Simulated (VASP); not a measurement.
## As: electric field gradients with PBEsol

Crystal: As.

```
CELL_PARAMETERS angstrom
1.84558 1.06555 3.64154
-1.84558 1.06555 3.64154
0.00000 -2.13110 3.64154
ATOMIC_POSITIONS crystal
As 0.22443 0.22443 0.22443
As 0.77557 0.77557 0.77557
```

```json
{
  "Program": "VASP 6.6.1",
  "Task": "electric field gradients",
  "Functional": "PBEsol",
  "Potentials or basis": "VASP PAW PBE potentials, release 64 (As)",
  "Cutoff": "520 eV",
  "k mesh": "12 × 12 × 12",
  "Occupations": "fermi-dirac, width 0.05 eV",
  "Spin": "no spin polarisation",
  "Dipole correction": "no",
  "Further INCAR settings": "ALGO = Normal; EDIFF = 1e-08; NBANDS = 12"
}
```

| Quantity | Value |
| --- | --- |
| Pressure | 2.9 GPa |
| Largest force | 0.660 eV/Å |
| Band gap on the k mesh | zero (bands 5 and 6 overlap by 0.60 eV) |
| Largest electric field gradient by atom | As -51.5 V/Å² |

Forces on the atoms (eV/Å):
```
As   0.000  0.000  0.660
As   0.000  0.000 -0.660
```

Stress tensor (GPa, compression positive):
```
3.75 0.00 0.00
0.00 3.75 0.00
0.00 0.00 1.34
```

Levels at points of the mesh, in eV from the Fermi level:
```csv
k point,band 1,band 2,band 3,band 4,band 5,band 6,band 7,band 8,band 9,band 10
"(0.00, 0.00, 0.00)",-15.41,-6.10,-2.98,-2.07,-2.07,1.27,2.68,2.68,7.00,7.00
"(0.50, 0.00, 0.00)",-12.64,-11.25,-3.37,-3.18,-0.69,-0.48,0.10,1.55,8.11,8.32
"(0.50, 0.50, 0.00)",-12.60,-10.08,-6.05,-4.43,-4.21,1.11,5.20,6.81,6.82,10.36
"(0.50, 0.50, 0.50)",-14.37,-10.07,-1.86,-1.86,-0.52,0.94,0.94,1.95,7.49,10.04
```

Electric field gradients, principal values (V/Å²):
| atom | least | middle | greatest (by size) |
| --- | --- | --- | --- |
| 1 As | 25.734 | 25.734 | -51.469 |
| 2 As | 25.734 | 25.734 | -51.469 |

Wall time 2.4 min on 1 thread of Intel Xeon 8259CL, with other jobs on the host, peak memory 0.23 GiB.

Caveat: without QUAD_EFG the Cq values of the log hold for a quadrupole moment of 1 mb, not for the nuclei; the PAW data sets were made with another functional, which shifts forces and pressure a little.
